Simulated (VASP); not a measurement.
Crystal: Si.

```
Si
1.0
     0.00000    2.71500    2.71500
     2.71500    0.00000    2.71500
     2.71500    2.71500    0.00000
Si
2
Direct
  0.00000 0.00000 0.00000
  0.25000 0.25000 0.25000
```

- Program: VASP 6.6.1
- Task: relaxation of cell and atoms
- Functional: PBE
- Potentials or basis: VASP PAW PBE potentials, release 64 (Si)
- Cutoff: 600 eV
- k mesh: 8 × 8 × 8
- Occupations: fermi-dirac, width 0.05 eV
- Spin: no spin polarisation

At the start: pressure 2.0 GPa; volume 20.01 Å³/atom.

Question: How do energy, volume and symmetry change on relaxing?

Answer: Over 3 steps the energy falls by 2.6 meV/atom and the volume is 20.44 Å³/atom (+2.2 %); space group Fd-3m (No. 227, to 0.05 Å).

The path:
```
step  energy change (eV)  largest force (eV/Å)  pressure (GPa)  volume (Å³)
   1              0.0000                0.0000            1.99        40.03
   2             -0.0029                0.0000           -1.25        41.49
   3             -0.0053                0.0000            0.00        40.89
```

Final structure:
```cif
data_structure
_symmetry_space_group_name_H-M 'P 1'
_symmetry_Int_Tables_number 1
_cell_length_a 3.8670
_cell_length_b 3.8670
_cell_length_c 3.8670
_cell_angle_alpha 60.000
_cell_angle_beta 60.000
_cell_angle_gamma 60.000
_cell_volume 40.89
loop_
_atom_site_label
_atom_site_type_symbol
_atom_site_fract_x
_atom_site_fract_y
_atom_site_fract_z
_atom_site_occupancy
Si1 Si 0.00000 0.00000 0.00000 1
Si2 Si 0.25000 0.25000 0.25000 1
```
